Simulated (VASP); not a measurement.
# SiO2 (I-42m) in VASP: electric field gradients with PBE

Aim: the electric field gradients of SiO2 with PBE.

Program: VASP 6.6.1. These are calculated values, not measurements. Logs are shortened: lines on timing, memory, paths and dates and some standing lists are left out, and cuts for length are marked.

## Step 1: The cell of the first run

It takes space group I-42m (No. 121, tetragonal). The conventional cell has a = 12.958 Å, b = 12.958 Å, c = 5.136 Å, α = 90.00°, β = 90.00°, γ = 90.00°. Within 2.1 Å of Si (site symmetry m) lie 4 O at 1.61 to 1.65 Å. Si (site symmetry 2) has 4 O at 1.64 to 1.66 Å within 2.2 Å. O (site symmetry m) has 2 Si at 1.66 Å within 2.2 Å. Within 2.2 Å of O (site symmetry 1) lie 2 Si at 1.64 to 1.65 Å. O (site symmetry m) has 2 Si at 1.61 to 1.63 Å within 2.1 Å.

## Step 2: Electric field gradients, PBE

Contents of INCAR:

```
PREC = Accurate
ENCUT = 520
EDIFF = 1E-8
ISMEAR = -1
SIGMA = 0.02
LREAL = Auto
LASPH = True
NELM = 100
ALGO = Normal
ISIF = 2
LWAVE = False
LCHARG = False
GGA = PE
LEFG = True
NBANDS = 82
```

Contents of KPOINTS:

```
regular mesh
0
Gamma
  4 4 4
```

Contents of POSCAR:

```
SiO2
1.0
   -6.4790320000      6.4790320000      2.5679790000
    6.4790320000     -6.4790320000      2.5679790000
    6.4790320000      6.4790320000     -2.5679790000
Si O
8 16
Direct
    0.9287210000      0.9287210000      0.3996200000
    0.4708990000      0.0712790000      0.0000000000
    0.5000000000      0.6543900000      0.1543900000
    0.5291010000      0.5291010000      0.6003800000
    0.3456100000      0.5000000000      0.8456100000
    0.6543900000      0.5000000000      0.1543900000
    0.5000000000      0.3456100000      0.8456100000
    0.0712790000      0.4708990000      0.0000000000
    0.2533800000      0.2533800000      0.8411280000
    0.0879720000      0.3856960000      0.8526410000
    0.2523590000      0.2523590000      0.4678200000
    0.4122520000      0.4122520000      0.1588720000
    0.2154610000      0.7476410000      0.0000000000
    0.2353310000      0.5330550000      0.1473590000
    0.5330550000      0.2353310000      0.1473590000
    0.7845390000      0.7845390000      0.5321800000
    0.4669450000      0.6143040000      0.7022760000
    0.9120280000      0.7646690000      0.2977240000
    0.5877480000      0.7466200000      0.0000000000
    0.7466200000      0.5877480000      0.0000000000
    0.7476410000      0.2154610000      0.0000000000
    0.7646690000      0.9120280000      0.2977240000
    0.6143040000      0.4669450000      0.7022760000
    0.3856960000      0.0879720000      0.8526410000
```

Potentials or basis: VASP PAW PBE potentials, release 64 (Si, O).

Launch:

```bash
$ cat potpaw_PBE.64/Si/POTCAR potpaw_PBE.64/O/POTCAR > POTCAR
$ mpirun -np 1 vasp_std > vasp.out
```

OUTCAR:

```text
PREC = Accurate
   ENCUT = 520
   EDIFF = 1E-8
   ISMEAR = -1
   LREAL = Auto
   LASPH = True
   NELM = 100
   ISIF = 2
   GGA = PE

 ion  position               nearest neighbor table
   1  0.929  0.929  0.400-  11 1.61  16 1.63  18 1.65  22 1.65   3 2.90   6 2.90
   2  0.471  0.071  0.000-  13 1.61  21 1.63  24 1.65  15 1.65   6 2.90   7 2.90
   3  0.500  0.654  0.154-  14 1.64  22 1.64  19 1.66  12 1.66   5 2.83   6 2.83   1 2.90   8 2.90

   4  0.529  0.529  0.600-  16 1.61  11 1.63  17 1.65  23 1.65   5 2.90   7 2.90
   5  0.346  0.500  0.846-  10 1.64  17 1.64   9 1.66  19 1.66   3 2.83   7 2.83   4 2.90   8 2.90
[... 8 lines left out ...]
  11  0.252  0.252  0.468-   1 1.61   4 1.63
  12  0.412  0.412  0.159-   3 1.66   6 1.66
  13  0.215  0.748  0.000-   2 1.61   8 1.63
  14  0.235  0.533  0.147-   3 1.64   8 1.65
[... 8 lines left out ...]
  23  0.614  0.467  0.702-   7 1.64   4 1.65
  24  0.386  0.088  0.853-   7 1.64   2 1.65

  LATTYP: Found a body centered tetragonal cell.
 ALAT       =    12.9580640000
 C/A-ratio  =     0.3963522637

  Lattice vectors:

 A1 = (  -6.4790320000,   6.4790320000,   2.5679790000)
 A2 = (   6.4790320000,  -6.4790320000,   2.5679790000)
 A3 = (   6.4790320000,   6.4790320000,  -2.5679790000)

Analysis of symmetry for initial positions (statically):
=====================================================================
 Subroutine PRICEL returns:
 Original cell was already a primitive cell.

 Routine SETGRP: Setting up the symmetry group for a
 body centered tetragonal supercell.

 Subroutine GETGRP returns: Found  8 space group operations
 (whereof  8 operations were pure point group operations)
 out of a pool of 16 trial point group operations.

The static configuration has the point symmetry D_2d.

Analysis of symmetry for dynamics (positions and initial velocities):
=====================================================================
 Subroutine PRICEL returns:
 Original cell was already a primitive cell.

 Routine SETGRP: Setting up the symmetry group for a
 body centered tetragonal supercell.

 Subroutine GETGRP returns: Found  8 space group operations
[... 1216 lines left out ...]
 [bands above 76 left out]

------------------------ aborting loop because EDIFF is reached ----------------------------------------

  FORCE on cell =-STRESS in cart. coord.  units (eV):
  Direction    XX          YY          ZZ          XY          YZ          ZX
  --------------------------------------------------------------------------------------
  -------------------------------------------------------------------------------------
  Total        0.1279996      0.1279996      0.1921860      0.0000000     -0.0000000      0.0000000
  in kB        0.4756062      0.4756062      0.7141026      0.0000000     -0.0000000      0.0000000
  external PRESSURE =       0.5551050 kB  Pullay stress =       0.0000000 kB

 VOLUME and BASIS-vectors are now :
 -----------------------------------------------------------------------------
  energy-cutoff  :      520.00
  volume of cell :      431.19
      direct lattice vectors                 reciprocal lattice vectors
    -6.479032000  6.479032000  2.567979000     0.000000000  0.077172022  0.194705642
     6.479032000 -6.479032000  2.567979000     0.077172022  0.000000000  0.194705642
     6.479032000  6.479032000 -2.567979000     0.077172022  0.077172022  0.000000000

 POSITION                                       TOTAL-FORCE (eV/Angst)
 -----------------------------------------------------------------------------------
      2.58915      2.58915      3.74366        -0.007994     -0.007994      0.016386
     -2.58915      2.58915      1.39230         0.007994     -0.007994     -0.016386
      2.00060     -0.00000      2.56798         0.002831      0.000000      0.000000
      3.88988      3.88988      1.17568         0.007994      0.007994      0.016386
      6.47903      4.47844      0.00000        -0.000000     -0.002831      0.000000
     -0.00000      2.00060      2.56798        -0.000000      0.002831      0.000000
[... 16 lines left out ...]
      3.59533      5.50481      0.97319        -0.017617     -0.005469      0.018137
      3.59533      7.45325     -0.97319        -0.017617      0.005469     -0.018137
 -----------------------------------------------------------------------------------
    total drift:                               -0.000000     -0.000000     -0.000002

  FREE ENERGIE OF THE ION-ELECTRON SYSTEM (eV)
  ---------------------------------------------------
  free  energy   TOTEN  =      -187.7822244813 eV

  energy  without entropy=     -187.7822244813  energy(sigma->0) =     -187.78222448

 Electric field gradients (V/A^2)
---------------------------------------------------------------------
 ion       V_xx      V_yy      V_zz      V_xy      V_xz      V_yz
---------------------------------------------------------------------
   1       2.169     2.169    -4.338    -6.783    -5.248    -5.248
   2       2.169     2.169    -4.338     6.784    -5.248     5.248
   3       5.011   -22.029    17.018     0.000     0.000   -15.021
   4       2.169     2.169    -4.338    -6.783     5.248     5.248
   5     -22.029     5.011    17.019     0.000    15.021     0.000
   6     -22.029     5.011    17.018     0.000   -15.021     0.000
[... 16 lines left out ...]
  23     -34.594    63.415   -28.821    13.913   -19.475   -45.723
  24     -34.594    63.415   -28.821   -13.919    19.475   -45.723
---------------------------------------------------------------------

 Electric field gradients after diagonalization (V/A^2)
 (convention: |V_zz| > |V_xx| > |V_yy|)
----------------------------------------------------------------------
 ion       V_xx      V_yy      V_zz     asymmetry (V_yy - V_xx)/ V_zz
----------------------------------------------------------------------
   1       8.952     2.947   -11.899       0.505
   2       8.953     2.947   -11.900       0.505
   3      22.127     5.011   -27.139       0.631
   4       8.952     2.947   -11.900       0.505
   5      22.128     5.011   -27.139       0.631
   6      22.127     5.011   -27.139       0.631
[... 16 lines left out ...]
  23     -56.279   -29.414    85.693       0.314
  24     -56.277   -29.417    85.694       0.313
----------------------------------------------------------------------

           NMR quadrupolar parameters

 Cq : quadrupolar parameter    Cq=e*Q*V_zz/h
 eta: asymmetry parameters     (V_yy - V_xx)/ V_zz
 Q  : nuclear electric quadrupole moment in mb (millibarn)
----------------------------------------------------------------------
 ion       Cq(MHz)       eta       Q (mb)
----------------------------------------------------------------------
   1      -0.029       0.505       1.000
   2      -0.029       0.505       1.000
   3      -0.066       0.631       1.000
   4      -0.029       0.505       1.000
   5      -0.066       0.631       1.000
   6      -0.066       0.631       1.000
[... 16 lines left out ...]
  23       0.207       0.314       1.000
  24       0.207       0.313       1.000
----------------------------------------------------------------------
```

OSZICAR:

```text
N       E                     dE             d eps       ncg     rms          rms(c)
DAV:   1     0.977448804115E+03    0.97745E+03   -0.63394E+04  2164   0.138E+03
DAV:   2    -0.112844452215E+03   -0.10903E+04   -0.10589E+04  2716   0.335E+02
DAV:   3    -0.210077872971E+03   -0.97233E+02   -0.96740E+02  2520   0.107E+02
[... 13 lines left out ...]
DAV:  17    -0.187782224295E+03   -0.26273E-05   -0.21552E-06  2624   0.728E-03    0.277E-03
DAV:  18    -0.187782224380E+03   -0.84790E-07   -0.76965E-07  2528   0.334E-03    0.111E-03
DAV:  19    -0.187782224432E+03   -0.52114E-07   -0.47938E-08  2368   0.107E-03    0.749E-04
DAV:  20    -0.187782224477E+03   -0.45096E-07   -0.22396E-08  1808   0.572E-04    0.232E-04
DAV:  21    -0.187782224481E+03   -0.43092E-08   -0.27367E-09  1728   0.240E-04
   1 F= -.18778222E+03 E0= -.18778222E+03  d E =-.313713E-12
```

stdout:

```text
POSCAR found type information on POSCAR SiO
 POSCAR found :  2 types and      24 ions
 scaLAPACK will be used
 LDA part: xc-table for (Slater+PW92), standard interpolation
 POSCAR, INCAR and KPOINTS ok, starting setup
 FFT: planning ... GRIDC
 FFT: planning ... GRID_SOFT
 FFT: planning ... GRID
 WAVECAR not read
 entering main loop
ion   1

ion   2

ion   3

ion   4

ion   5

ion   6

ion   7

ion   8

ion   9

ion  10
     0.0000293     3.3256461    -3.8354379     6.0616119    11.0639930   -12.1127710
     0.0000403     3.3256461    -3.8354378     6.0616118    11.0639929   -12.1127709
     0.0000555     3.3256461    -3.8354378     6.0616117    11.0639927   -12.1127707
     0.0000765     3.3256460    -3.8354376     6.0616116    11.0639924   -12.1127704
[... 81 lines left out ...]
     0.0000293   -11.8099502    38.4334704    20.9089274    14.8181058    41.5895844
     0.0000403   -11.8099480    38.4334635    20.9089236    14.8181030    41.5895769
     0.0000555   -11.8099443    38.4334516    20.9089172    14.8180982    41.5895641
     0.0000765   -11.8099382    38.4334317    20.9089064    14.8180903    41.5895427

ion  24
     0.0000293     3.3256461    11.0639930     6.0616119    -3.8354379    12.1127710
     0.0000403     3.3256461    11.0639929     6.0616118    -3.8354378    12.1127709
     0.0000555     3.3256461    11.0639927     6.0616117    -3.8354378    12.1127707
     0.0000765     3.3256460    11.0639924     6.0616116    -3.8354376    12.1127704

     0.0000293    11.8099502    38.4334704    20.9089274   -14.8181058    41.5895844
     0.0000403    11.8099480    38.4334635    20.9089236   -14.8181030    41.5895769
     0.0000555    11.8099443    38.4334516    20.9089172   -14.8180982    41.5895641
     0.0000765    11.8099382    38.4334317    20.9089064   -14.8180903    41.5895427
```

Wall time 44 min (1 thread of Intel Xeon 8259CL, shared host); peak memory 0.87 GiB.

What came out:

```
Free energy                             : -187.7822 eV
Pressure                                : 0.1 GPa
Largest force                           : 0.044 eV/Å
Band gap on the k mesh                  : 5.68 eV
Largest electric field gradient by atom : Si -11.9, -27.1 (each value once); O +79.2, +85.7, +99.0 (each value once) V/Å²
```

Forces in eV/Å, atoms in the order of the input:
```
Si  -0.008 -0.008  0.016
Si   0.008 -0.008 -0.016
Si   0.003  0.000  0.000
Si   0.008  0.008  0.016
Si   0.000 -0.003  0.000
Si   0.000  0.003  0.000
Si  -0.003  0.000  0.000
Si  -0.008  0.008 -0.016
O   -0.005 -0.005 -0.022
O    0.005 -0.018 -0.018
O   -0.016 -0.016  0.038
O    0.005  0.005 -0.022
O    0.016 -0.016 -0.038
O    0.018 -0.005 -0.018
O   -0.005  0.018 -0.018
O    0.016  0.016  0.038
O   -0.005 -0.018  0.018
O    0.005  0.018  0.018
O    0.005 -0.005  0.022
O   -0.005  0.005  0.022
O   -0.016  0.016 -0.038
O    0.018  0.005  0.018
O   -0.018 -0.005  0.018
O   -0.018  0.005 -0.018
```

Levels at points of the mesh, in eV from the valence-band top:
| k point | band 61 | band 62 | band 63 | band 64 | band 65 | band 66 | band 67 | band 68 |
| --- | --- | --- | --- | --- | --- | --- | --- | --- |
| (0.00, 0.00, 0.00) | -0.21 | -0.17 | -0.17 | 0.00 | 5.68 | 7.75 | 8.07 | 8.07 |
| (0.50, 0.00, 0.00) | -0.43 | -0.19 | -0.17 | -0.16 | 7.34 | 8.03 | 8.22 | 8.29 |
| (0.50, 0.50, 0.00) | -0.27 | -0.20 | -0.05 | -0.01 | 6.20 | 6.67 | 8.04 | 8.41 |
| (0.50, 0.50, 0.50) | -0.38 | -0.29 | -0.01 | -0.01 | 6.82 | 6.82 | 7.03 | 7.64 |

Electric field gradients, principal values (V/Å²):
| atom | least | middle | greatest (by size) |
| --- | --- | --- | --- |
| 1 Si | 2.947 | 8.952 | -11.899 |
| 2 Si | 2.947 | 8.953 | -11.900 |
| 3 Si | 5.011 | 22.127 | -27.139 |
| 4 Si | 2.947 | 8.952 | -11.900 |
| 5 Si | 5.011 | 22.128 | -27.139 |
| 6 Si | 5.011 | 22.127 | -27.139 |
| 7 Si | 5.011 | 22.128 | -27.139 |
| 8 Si | 2.947 | 8.953 | -11.900 |
| 9 O | -10.437 | -68.776 | 79.212 |
| 10 O | -29.417 | -56.277 | 85.694 |
| 11 O | -46.833 | -52.167 | 99.000 |
| 12 O | -10.437 | -68.776 | 79.213 |
| 13 O | -46.829 | -52.172 | 99.001 |
| 14 O | -29.416 | -56.279 | 85.695 |
| 15 O | -29.416 | -56.279 | 85.695 |
| 16 O | -46.836 | -52.163 | 98.999 |
| 17 O | -29.414 | -56.279 | 85.693 |
| 18 O | -29.414 | -56.279 | 85.693 |
| 19 O | -10.436 | -68.769 | 79.205 |
| 20 O | -10.436 | -68.769 | 79.205 |
| 21 O | -46.829 | -52.172 | 99.001 |
| 22 O | -29.414 | -56.279 | 85.693 |
| 23 O | -29.414 | -56.279 | 85.693 |
| 24 O | -29.417 | -56.277 | 85.694 |

Caveat: without QUAD_EFG the Cq values of the log hold for a quadrupole moment of 1 mb, not for the nuclei.
